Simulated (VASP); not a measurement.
# Ta2C (P-3m1) in VASP: a series of runs

The runs below take Ta2C through single point, with PBEsol.

Program: VASP 6.6.1. These are calculated values, not measurements. Logs are shortened: lines on timing, memory, paths and dates and some standing lists are left out, and cuts for length are marked.

### Step 1. The cell of the first run

The structure is trigonal, space group P-3m1 (No. 164). Conventional cell: a = 3.095 Å, b = 3.095 Å, c = 10.342 Å, α = 90.00°, β = 90.00°, γ = 120.00°. Within 2.9 Å of Ta (site symmetry 3m) lie 3 C at 2.18 Å. Ta (site symmetry 3m) has 3 C at 2.18 Å within 2.9 Å. C (site symmetry 3m) has 6 Ta at 2.18 Å within 2.9 Å.

### Step 2. Single point, PBEsol (the distance across one plane changed)

INCAR reads:

```
SYSTEM = Ta2C
PREC = Accurate
ENCUT = 520
EDIFF = 1E-7
ISMEAR = 0
SIGMA = 0.15
LREAL = .FALSE.
LASPH = .TRUE.
NELM = 60
ALGO = Normal
ISIF = 2
LWAVE = .FALSE.
LCHARG = .FALSE.
GGA = PS
NBANDS = 35
```

KPOINTS reads:

```
regular mesh
0
G
  17 17 5
  0 0 0
```

POSCAR reads:

```
Ta2C
1.0
   -1.5476503522     -2.6806090424      0.0000000000
    1.5476503522     -2.6806090424      0.0000000000
    0.0000000000      0.0000000000     10.3421605593
Ta C
4 2
Direct
    0.6666666667      0.6666666667      0.8340659980
    0.6666666667      0.6666666667      0.3582388967
    0.3333333333      0.3333333333      0.1175882045
    0.3333333333      0.3333333333      0.5934153058
    1.0000000000      0.0000000000      0.7137406519
    1.0000000000      0.0000000000      0.2379135506
```

Potentials or basis: VASP PAW PBE potentials, release 64 (Ta_pv, C).

The run is started by

```console
cat potpaw_PBE.64/Ta_pv/POTCAR potpaw_PBE.64/C/POTCAR > POTCAR
mpirun -np 1 vasp_std > vasp.out
```

OUTCAR:

```text
SYSTEM = Ta2C
   PREC = Accurate
   ENCUT = 520
   EDIFF = 1E-7
   ISMEAR = 0
   LREAL = .FALSE.
   LASPH = .TRUE.
   NELM = 60
   ISIF = 2
   GGA = PS

 ion  position               nearest neighbor table
   1  0.667  0.667  0.834-   5 2.18   5 2.18   5 2.18   4 3.06   4 3.06   4 3.06   3 3.43   3 3.43
                             3 3.43
   2  0.667  0.667  0.358-   6 2.18   6 2.18   6 2.18   4 3.02   4 3.02   4 3.02   3 3.06   3 3.06
                             3 3.06
   3  0.333  0.333  0.118-   6 2.18   6 2.18   6 2.18   2 3.06   2 3.06   2 3.06   1 3.43   1 3.43
                             1 3.43
   4  0.333  0.333  0.593-   5 2.18   5 2.18   5 2.18   2 3.02   2 3.02   2 3.02   1 3.06   1 3.06
                             1 3.06
   5  0.000  0.000  0.714-   4 2.18   1 2.18   4 2.18   4 2.18   1 2.18   1 2.18
   6  0.000  0.000  0.238-   3 2.18   2 2.18   3 2.18   3 2.18   2 2.18   2 2.18

  LATTYP: Found a hexagonal cell.
 ALAT       =     3.0953007044
 C/A-ratio  =     3.3412458261

  Lattice vectors:

 A1 = (  -1.5476503522,   2.6806090424,   0.0000000000)
 A2 = (  -1.5476503522,  -2.6806090424,   0.0000000000)
 A3 = (   0.0000000000,   0.0000000000,  10.3421605593)

Analysis of symmetry for initial positions (statically):
=====================================================================
 Subroutine PRICEL returns:
 Original cell was already a primitive cell.

 Routine SETGRP: Setting up the symmetry group for a
 hexagonal supercell.

 Subroutine GETGRP returns: Found 12 space group operations
 (whereof  6 operations were pure point group operations)
 out of a pool of 24 trial point group operations.

The static configuration has the point symmetry C_3v.
 The point group associated with its full space group is D_3d.

Analysis of symmetry for dynamics (positions and initial velocities):
=====================================================================
 Subroutine PRICEL returns:
 Original cell was already a primitive cell.

 Routine SETGRP: Setting up the symmetry group for a
 hexagonal supercell.

 Subroutine GETGRP returns: Found 12 space group operations
 (whereof  6 operations were pure point group operations)
 out of a pool of 24 trial point group operations.

The dynamic configuration has the point symmetry C_3v.
 The point group associated with its full space group is D_3d.

 Subroutine INISYM returns: Found 12 space group operations
 (whereof  6 operations are pure point group operations),
 and found     1 'primitive' translations

----------------------------------------------------------------------------------------

                                     Primitive cell

  volume of cell :      85.8119

  direct lattice vectors                    reciprocal lattice vectors
    -1.547650352 -2.680609042  0.000000000    -0.323070388 -0.186524776  0.000000000
     1.547650352 -2.680609042  0.000000000     0.323070388 -0.186524776  0.000000000
     0.000000000  0.000000000 10.342160559     0.000000000  0.000000000  0.096691595

  length of vectors
     3.095300704  3.095300704 10.342160559     0.373049551  0.373049551  0.096691595

  position of ions in fractional coordinates (direct lattice)
     0.666666667  0.666666667  0.834065998
     0.666666667  0.666666667  0.358238897
     0.333333333  0.333333333  0.117588205
     0.333333333  0.333333333  0.593415306
     0.000000000  0.000000000  0.713740652
     0.000000000  0.000000000  0.237913551

  ion indices of the primitive-cell ions
   primitive index   ion index
                 1           1
                 2           2
                 3           3
                 4           4
                 5           5
                 6           6

----------------------------------------------------------------------------------------

 KPOINTS: regular mesh

Automatic generation of k-mesh.
 Grid dimensions read from file:
 generate k-points for:   17   17    5

 Generating k-lattice:

  Cartesian coordinates                     Fractional coordinates (reciprocal lattice)
    -0.019004140 -0.010972046  0.000000000     0.058823529  0.000000000  0.000000000
     0.019004140 -0.010972046  0.000000000     0.000000000  0.058823529  0.000000000
     0.000000000  0.000000000  0.019338319     0.000000000  0.000000000  0.200000000

  Length of vectors
     0.021944091  0.021944091  0.019338319

  Shift w.r.t. Gamma in fractional coordinates (k-lattice)
     0.000000000  0.000000000  0.000000000

 Subroutine IBZKPT returns following result:
 ===========================================

 Found    147 irreducible k-points:

 Following reciprocal coordinates:
            Coordinates               Weight
  0.000000  0.000000  0.000000      1.000000
  0.058824 -0.000000  0.000000      6.000000
  0.117647  0.000000  0.000000      6.000000
  0.176471  0.000000  0.000000      6.000000
  0.235294  0.000000  0.000000      6.000000
  0.294118  0.000000  0.000000      6.000000
[... 16 lines left out ...]
 -0.470588  0.117647  0.000000     12.000000
  0.352941  0.176471  0.000000      6.000000
 [... further k-points ...]
   k-points           NKPTS =    147   k-points in BZ     NKDIM =    147   number of bands    NBANDS=     35
   number of dos      NEDOS =    301   number of ions     NIONS =      6
   total plane-waves  NPLWV =  46080
   dimension x,y,z NGX =    24 NGY =   24 NGZ =   80
   dimension x,y,z NGXF=    48 NGYF=   48 NGZF=  160
   ions per type =               4   2
   NGX,Y,Z   is equivalent  to a cutoff of  12.89, 12.89, 12.86 a.u.
   NGXF,Y,Z  is equivalent  to a cutoff of  25.78, 25.78, 25.72 a.u.
 SYSTEM =  Ta2C
   PREC   = accura    normal or accurate (medium, high low for compatibility)
   ISTART =      0    job   : 0-new  1-cont  2-samecut
   ICHARG =      2    charge: 1-file 2-atom 10-const
   ISPIN  =      1    spin polarized calculation?
   LNONCOLLINEAR =      F non collinear calculations
   LSORBIT =      F    spin-orbit coupling
   LASPH  =      T    aspherical Exc in radial PAW
   ENCUT  =  520.0 eV  38.22 Ry    6.18 a.u.   5.76  5.76 19.23*2*pi/ulx,y,z
   NELM   =     60;   NELMIN=  2; NELMDL= -5     # of ELM steps
   EDIFF  = 0.1E-06   stopping-criterion for ELM
   LREAL  =      F    real-space projection
   EDIFFG = 0.1E-05   stopping-criterion for IOM
   NSW    =      0    number of steps for IOM
   IBRION =     -1    ionic relax: 0-MD 1-quasi-New 2-CG
   NFREE  =      0    steps in history (QN), initial steepest desc. (CG)
   ISIF   =      2    stress and relaxation
   ISYM   =      2    0-nonsym 1-usesym 2-fastsym
   POTIM  = 0.5000    time-step for ionic-motion
   TEBEG  =    0.0;   TEEND  =   0.0 temperature during run
   PSTRESS=    0.0 pullay stress
   NELECT =      52.0000    total number of electrons
   NUPDOWN=      -1.0000    fix difference up-down
   EMIN   =  10.00;   EMAX   =-10.00  energy-range for DOS
   EFERMI =   0.00;   METHOD = LEGACY
   ISMEAR =     0;   SIGMA  =   0.15  broadening in eV -4-tet -1-fermi 0-gaus
   EFERMI_NEDOS =   21; number of points for ismear=-14 and -15
   IALGO  =     38    algorithm
   IMIX   =      4    mixing-type and parameters
     AMIX     =   0.40;   BMIX     =  1.00
     AMIX_MAG =   1.60;   BMIX_MAG =  1.00
  volume/ion in A,a.u.               =      14.30        96.51
  Fermi-wavevector in a.u.,A,eV,Ry     =   1.385352  2.617935 26.112297  1.919200
  Thomas-Fermi vector in A             =   2.509770
   LORBIT       =      0    0 simple, 1 ext, 2 COOP (PROOUT), +10 PAW based schemes
   GGA     = PS    functional components
   LHFCALC =     F    Hartree Fock is set to
   AEXX    =    0.0000 exact exchange contribution
   IVDW    =     0    specifies the selected vdW correction
   LEPSILON=     F    determine dielectric tensor
   LRPA    =     F    only Hartree local field effects (RPA)
 non-spin polarized calculation
 Gauss-broadening in eV      SIGMA  =   0.15
  energy-cutoff  :      520.00
  volume of cell :       85.81
 maximum number of plane-waves:      2328
   NGX = 11   NGY = 11   NGZ = 39

 number of electron      52.0000003 magnetization

 Free energy of the ion-electron system (eV)
  ---------------------------------------------------
  ext. energy  EPLUGINS =         0.00000000
  ---------------------------------------------------
  free energy    TOTEN  =       -72.75554404 eV

  energy without entropy =      -72.73930537  energy(sigma->0) =      -72.74742470

 E-fermi :   6.0095     XC(G=0): -12.6451

 val. band max:        6.0000426630   @ k =   0.0588   0.0588   0.4000
 cond. band min:       6.0110920271   @ k =   0.1765   0.1765   0.2000
 fundamental gap:      0.0110493641
 Fermi energy:         6.0095148148

 k-point     1 :       0.0000    0.0000    0.0000
  band No.  band energies     occupation
      1     -28.8113      2.00000
      2     -28.6082      2.00000
      3     -28.3281      2.00000
      4     -28.1862      2.00000
      5     -28.1862      2.00000
      6     -28.1740      2.00000
[... 27 lines left out ...]
     34       8.7152      0.00000
     35       9.1519      0.00000

 k-point     2 :       0.0588   -0.0000    0.0000
  band No.  band energies     occupation
      1     -28.8033      2.00000
      2     -28.6070      2.00000
      3     -28.3316      2.00000
      4     -28.2075      2.00000
      5     -28.1919      2.00000
      6     -28.1912      2.00000
[... 27 lines left out ...]
     34       8.8512      0.00000
     35       9.2648      0.00000

 k-point     3 :       0.1176    0.0000    0.0000
  band No.  band energies     occupation
      1     -28.7802      2.00000
      2     -28.6050      2.00000
      3     -28.3493      2.00000
      4     -28.2673      2.00000
      5     -28.2343      2.00000
      6     -28.2082      2.00000
[... 27 lines left out ...]
     34       9.1551      0.00000
     35       9.2671      0.00000
[... 723 lines left out ...]
 k-point    23 :      -0.4706    0.1176    0.0000
  band No.  band energies     occupation
      1     -28.8004      2.00000
      2     -28.7811      2.00000
      3     -28.7163      2.00000
      4     -28.6179      2.00000
      5     -28.4466      2.00000
      6     -28.3989      2.00000
[... 27 lines left out ...]
     34      10.6535      0.00000
     35      11.1151      0.00000

 k-point    24 :       0.3529    0.1765    0.0000
  band No.  band energies     occupation
      1     -28.6604      2.00000
      2     -28.6604      2.00000
      3     -28.5665      2.00000
      4     -28.5198      2.00000
      5     -28.4583      2.00000
      6     -28.3455      2.00000
[... 27 lines left out ...]
     34      10.0235      0.00000
     35      10.0930      0.00000

 [... further k-points ...]

------------------------ aborting loop because EDIFF is reached ----------------------------------------

  FORCE on cell =-STRESS in cart. coord.  units (eV):
  Direction    XX          YY          ZZ          XY          YZ          ZX
  --------------------------------------------------------------------------------------
  -------------------------------------------------------------------------------------
  Total       -1.2711685     -1.2711685     -6.6901721      0.0000000      0.0000000      0.0000000
  in kB      -23.7337352    -23.7337352   -124.9108805      0.0000000      0.0000000      0.0000000
  external PRESSURE =     -57.4594503 kB  Pullay stress =       0.0000000 kB

 VOLUME and BASIS-vectors are now :
 -----------------------------------------------------------------------------
  energy-cutoff  :      520.00
  volume of cell :       85.81
      direct lattice vectors                 reciprocal lattice vectors
    -1.547650352 -2.680609042  0.000000000    -0.323070388 -0.186524776  0.000000000
     1.547650352 -2.680609042  0.000000000     0.323070388 -0.186524776  0.000000000
     0.000000000  0.000000000 10.342160559     0.000000000  0.000000000  0.096691595

 POSITION                                       TOTAL-FORCE (eV/Angst)
 -----------------------------------------------------------------------------------
      0.00000     -3.57415      8.62604         0.000000      0.000000      1.658435
      0.00000     -3.57415      3.70496        -0.000000      0.000000     -0.386248
      0.00000     -1.78707      1.21612        -0.000000     -0.000000     -1.658435
      0.00000     -1.78707      6.13720         0.000000     -0.000000      0.386248
      0.00000      0.00000      7.38162        -0.000000      0.000000      0.250483
      0.00000      0.00000      2.46054         0.000000     -0.000000     -0.250483
 -----------------------------------------------------------------------------------
    total drift:                               -0.000000      0.000000      0.000003

  FREE ENERGIE OF THE ION-ELECTRON SYSTEM (eV)
  ---------------------------------------------------
  free  energy   TOTEN  =       -72.7555440412 eV

  energy  without entropy=      -72.7393053653  energy(sigma->0) =      -72.74742470
```

It took 10 min on 1 thread of Intel Xeon 8259CL, shared host; peak memory 0.45 GiB.

What came out:

- Free energy: -72.7555 eV
- Pressure: -5.7 GPa
- Largest force: 1.658 eV/Å
- Band gap on the k mesh: zero (bands 26 and 27 overlap by 0.27 eV)

Forces on the atoms (eV/Å):
```
Ta   0.000  0.000  1.658
Ta   0.000  0.000 -0.386
Ta   0.000  0.000 -1.658
Ta   0.000  0.000  0.386
C    0.000  0.000  0.250
C    0.000  0.000 -0.250
```

Stress tensor (GPa, compression positive):
```
 -2.37   0.00   0.00
  0.00  -2.37   0.00
  0.00   0.00 -12.49
```

Levels at points of the mesh, in eV from the Fermi level:
```
           k point  band 24  band 25  band 26  band 27  band 28  band 29
(0.00, 0.00, 0.00)    -0.27    -0.16    -0.16     0.40     0.40     1.34
```

Caveat: the cell differs from its parent crystal (the distance across one plane changed); the cell stands under tension; the PAW data sets were made with another functional, which shifts forces and pressure a little; spin-orbit coupling is left out, which moves the levels of the heavy elements.

### Step 3. Single point, PBEsol (the distance across one plane changed)

INCAR reads:

```
SYSTEM = Ta2C
  ALGO = Normal
  EDIFF = 1E-6
  ENCUT = 520
  GGA = PS
  ISIF = 2
  ISMEAR = 0
  LASPH = .True.
  LCHARG = .False.
  LREAL = .False.
  LWAVE = .False.
  NBANDS = 35
  NELM = 80
  PREC = Accurate
  SIGMA = 0.15
```

KPOINTS reads:

```
k-points
0
Gamma
  17 17 5
  0 0 0
```

POSCAR reads:

```
Ta2C
1.0
   -1.5476503522     -2.6806090424      0.0000000000
    1.5476503522     -2.6806090424      0.0000000000
    0.0000000000      0.0000000000     10.5921605593
Ta C
4 2
Direct
    0.6666666667      0.6666666667      0.8143800710
    0.6666666667      0.6666666667      0.3497836129
    0.3333333333      0.3333333333      0.1148128453
    0.3333333333      0.3333333333      0.5794093034
    1.0000000000      0.0000000000      0.6968946872
    1.0000000000      0.0000000000      0.2322982291
```

Potentials or basis: VASP PAW PBE potentials, release 64 (Ta_pv, C).

The run is started by

```console
cat potpaw_PBE.64/Ta_pv/POTCAR potpaw_PBE.64/C/POTCAR > POTCAR
mpirun -np 1 vasp_std > vasp.out
```

Wall time 9.5 min (1 thread of Intel Xeon 8259CL, shared host); peak memory 0.46 GiB.

It converged, with:

```
Free energy            : -72.2335 eV
Pressure               : -6.7 GPa
Largest force          : 1.552 eV/Å
Band gap on the k mesh : zero (bands 26 and 27 overlap by 0.23 eV)
```

Forces in eV/Å, atoms in the order of the input:
```
Ta   0.000  0.000  1.552
Ta   0.000  0.000 -0.505
Ta   0.000  0.000 -1.552
Ta   0.000  0.000  0.505
C    0.000  0.000  0.318
C    0.000  0.000 -0.318
```

Stress tensor (GPa, compression positive):
```
 -3.15   0.00   0.00
  0.00  -3.15   0.00
  0.00   0.00 -13.85
```

Levels at points of the mesh, in eV from the Fermi level:
```tsv
k point	band 23	band 24	band 25	band 26	band 27	band 28	band 29	band 30
(0.00, 0.00, 0.00)	-1.66	-0.33	-0.15	-0.15	0.36	0.36	1.39	1.39
```

Caveat: the cell differs from its parent crystal (the distance across one plane changed); the cell stands under tension; the PAW data sets were made with another functional, which shifts forces and pressure a little; spin-orbit coupling is left out, which moves the levels of the heavy elements.

### Step 4. Single point, PBEsol (the distance across one plane changed)

INCAR reads:

```
PREC = Accurate ; ENCUT = 520
EDIFF = 1E-6 ; ISMEAR = 0
SIGMA = 0.15 ; LREAL = False
LASPH = True ; NELM = 80
ALGO = Normal ; ISIF = 2
LWAVE = False ; LCHARG = True
GGA = PS ; LELF = True
LVHAR = True ; NBANDS = 35
```

KPOINTS reads:

```
regular mesh
0
Gamma
  17 17 5
```

POSCAR reads:

```
Ta2C
1.0
   -1.5476503522     -2.6806090424      0.0000000000
    1.5476503522     -2.6806090424      0.0000000000
    0.0000000000      0.0000000000     10.8421605593
Ta C
4 2
Direct
    0.6666666667      0.6666666667      0.7956019855
    0.6666666667      0.6666666667      0.3417182551
    0.3333333333      0.3333333333      0.1121654752
    0.3333333333      0.3333333333      0.5660492055
    1.0000000000      0.0000000000      0.6808255955
    1.0000000000      0.0000000000      0.2269418652
```

The run is started by

```console
cat potpaw_PBE.64/Ta_pv/POTCAR potpaw_PBE.64/C/POTCAR > POTCAR
mpirun -np 1 vasp_std > vasp.out
```

Run time: 9.2 min. Hardware: 1 thread of Intel Xeon 8259CL, shared host; peak memory 0.47 GiB.

The run converged. Its results:

```yaml
Free_energy: -71.7476 eV
Pressure: -7.0 GPa
Largest_force: 1.205 eV/Å
Band_gap_on_the_k_mesh: zero (bands 26 and 27 overlap by 0.27 eV)
```

Forces on the atoms (eV/Å):
```
Ta   0.000  0.000  1.205
Ta   0.000  0.000 -0.599
Ta   0.000  0.000 -1.205
Ta   0.000  0.000  0.599
C    0.000  0.000  0.341
C    0.000  0.000 -0.341
```

Stress tensor (GPa, compression positive):
```
 -3.89   0.00   0.00
  0.00  -3.89   0.00
  0.00   0.00 -13.29
```

Levels at points of the mesh, in eV from the Fermi level:
```tsv
k point	band 24	band 25	band 26	band 27	band 28	band 29
(0.00, 0.00, 0.00)	-0.39	-0.15	-0.15	0.32	0.32	1.39
```

Caveat: the cell differs from its parent crystal (the distance across one plane changed); the cell stands under tension; the PAW data sets were made with another functional, which shifts forces and pressure a little; spin-orbit coupling is left out, which moves the levels of the heavy elements.

### Step 5. The runs side by side

| cell | gap on the mesh (eV) | pressure (GPa) | largest force (eV/Å) |
| --- | --- | --- | --- |
| a = 3.095, b = 3.095, c = 10.342 Å, angles 90.0, 90.0, 60.0°, 6 atoms | none | -5.7 | 1.66 |
| a = 3.095, b = 3.095, c = 10.592 Å, angles 90.0, 90.0, 60.0°, 6 atoms | none | -6.7 | 1.55 |
| a = 3.095, b = 3.095, c = 10.842 Å, angles 90.0, 90.0, 60.0°, 6 atoms | none | -7.0 | 1.20 |

Alike in all rows: task single point; level PBEsol; potentials or basis VASP PAW PBE potentials, release 64 (Ta_pv, C); no spin polarisation; k mesh 17 × 17 × 5; cutoff (eV) 520; smearing gaussian 0.15 eV.

Caveats: the cell stands under tension; the PAW data sets were made with another functional, which shifts forces and pressure a little; spin-orbit coupling is left out, which moves the levels of the heavy elements.

Total energies depend on the potentials used, so only differences within one code and one set of settings carry meaning.
